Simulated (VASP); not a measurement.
A run of VASP 6.6.1 is set up as follows.

The input INCAR:

```
SYSTEM = WC
PREC     = Accurate       ! precision mode
ENCUT    = 600            ! plane-wave cutoff, eV
EDIFF    = 1E-6           ! SCF threshold, eV
ISMEAR   = 0              ! smearing method
SIGMA    = 0.1            ! smearing width, eV
LREAL    = .FALSE.        ! projectors in reciprocal space
LASPH    = .TRUE.         ! aspherical terms in the spheres
NELM     = 100            ! most SCF steps
ALGO     = Normal         ! electronic algorithm
ISIF     = 3              ! what is computed and relaxed
LWAVE    = .FALSE.        ! write WAVECAR
LCHARG   = .FALSE.        ! write CHGCAR
GGA      = PS             ! functional
IBRION   = 2              ! ionic algorithm
NSW      = 70             ! ionic steps
EDIFFG   = -0.008         ! ionic threshold
PSTRESS  = 900.0
```

KPOINTS

```
regular mesh
0
G
  18 18 16
  0 0 0
```

File POSCAR:

```
WC
1.0
    2.7378661086      0.0000000000      0.0000000000
   -1.3689330543      2.3710616022      0.0000000000
    0.0000000000      0.0000000000      2.6933072524
W C
1 1
Direct
    0.0000000000      0.0000000000      0.0000000000
    0.6666666667      0.3333333333      0.5000000000
```

Potentials or basis: VASP PAW PBE potentials, release 64 (W_sv, C).

Run with:

```sh
$ cat potpaw_PBE.64/W_sv/POTCAR potpaw_PBE.64/C/POTCAR > POTCAR
$ mpirun -np 1 vasp_std > vasp.out
```

(1) What does it give for the relaxed volume?

(2) Predict the relaxed cell.

(3) What does it give for the band gap on the k mesh?

(4) Predict the space group after relaxing (to 0.1 Å).

## Answers

(1) 8.80 Å³/atom.

(2) a = 2.740 Å, b = 2.740 Å, c = 2.708 Å, α = 90.00°, β = 90.00°, γ = 120.00°.

(3) zero (bands 9 and 10 overlap by 1.59 eV).

(4) P-6m2 (No. 187).

Caveat: the cell is relaxed towards a set pressure, so the run minimises the enthalpy, not the energy; the PAW data sets were made with another functional, which shifts forces and pressure a little; spin-orbit coupling is left out, which moves the levels of the heavy elements.
